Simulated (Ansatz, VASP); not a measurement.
**TiO2: VASP beside Ansatz**

The input INCAR:

```
PREC = Accurate ; ENCUT = 520
EDIFF = 1E-8 ; ISMEAR = -1
SIGMA = 0.05 ; LREAL = False
LASPH = True ; NELM = 80
ALGO = Normal ; ISIF = 2
LWAVE = False ; LCHARG = False
GGA = PE ; LEFG = True
NBANDS = 19
```

Contents of KPOINTS:

```
regular mesh
0
Gamma
  13 13 7
```

Contents of POSCAR:

```
TiO2
1.0
    2.9893869978      0.0000000000      0.0000000000
   -1.4946934990      2.5888850819      0.0000000000
    0.0000000000      0.0000000000      5.4931511580
Ti O
1 2
Direct
    0.0000000000      0.0000000000      0.0000000000
    0.3333333333      0.6666666667      0.1756580322
    0.6666666667      0.3333333333      0.8243419678
```

Input for Ansatz:

```yaml
crystal:
  lattice:
    - [2.9893869978, 0.0, 0.0]
    - [-1.494693499, 2.5888850819, 0.0]
    - [0.0, 0.0, 5.493151158]
  atoms:
    - { symbol: Ti, position: [0.0, 0.0, 0.0] }
    - { symbol: O, position: [0.3333333333, 0.6666666667, 0.1756580322] }
    - { symbol: O, position: [0.6666666667, 0.3333333333, 0.8243419678] }
kpoints:
  mp_grid: { grid: [13, 13, 7] }
  band_path:
    path:
      - [0.0, 0.0, 0.0]
      - [0.5, 0.0, 0.0]
      - [0.3333333333, 0.3333333333, 0.0]
      - [0.0, 0.0, 0.0]
      - [0.0, 0.0, 0.5]
      - [0.5, 0.0, 0.5]
      - [0.3333333333, 0.3333333333, 0.5]
      - [0.0, 0.0, 0.5]
      - [0.5, 0.0, 0.5]
    npoints: 8
scf:
  occupations: { method: fermi_dirac, width: 0.05 }
hamiltonian:
  xc: pbe
  pseudopotentials: { kind: all_electron, datasets: crystal }
output:
  forces: true
  stress: true
  eigenvalues: true
  efg: { contact_densities: true }
```

Alike in both runs: task electric field gradients; functional PBE; k mesh 13 × 13 × 7; occupations fermi-dirac, width 0.05 eV; no spin polarisation.

```csv
,VASP,Ansatz
version,VASP 6.6.1,Ansatz 0.2.0
potentials or method,"VASP PAW PBE potentials, release 64 (Ti_sv, O), cutoff 520 eV","all-electron PAW with datasets made for the crystal, scalar-relativistic"
```

Ansatz gave:

```
gap on the k mesh at the Fermi level (eV)                     : 2.65
pressure (GPa)                                                : 0.0
traceless stress, the component that is largest in VASP (GPa) : 0.02
rms of the force components (eV/Å)                            : 0.001
size of Vzz on the site where it differs most (V/Å²)          : 3.0
```

**Question.** Estimate VASP's values.

**Answer.** gap on the k mesh at the Fermi level (eV): 2.63; pressure (GPa): 0.6; traceless stress, the component that is largest in VASP (GPa): -0.30; rms of the force components (eV/Å): 0.028; size of Vzz on the site where it differs most (V/Å²): 1.9.

Atom by atom the forces differ by 0.026 eV/Å (rms over components). Ansatz ran all-electron here, and VASP with PAW potentials.
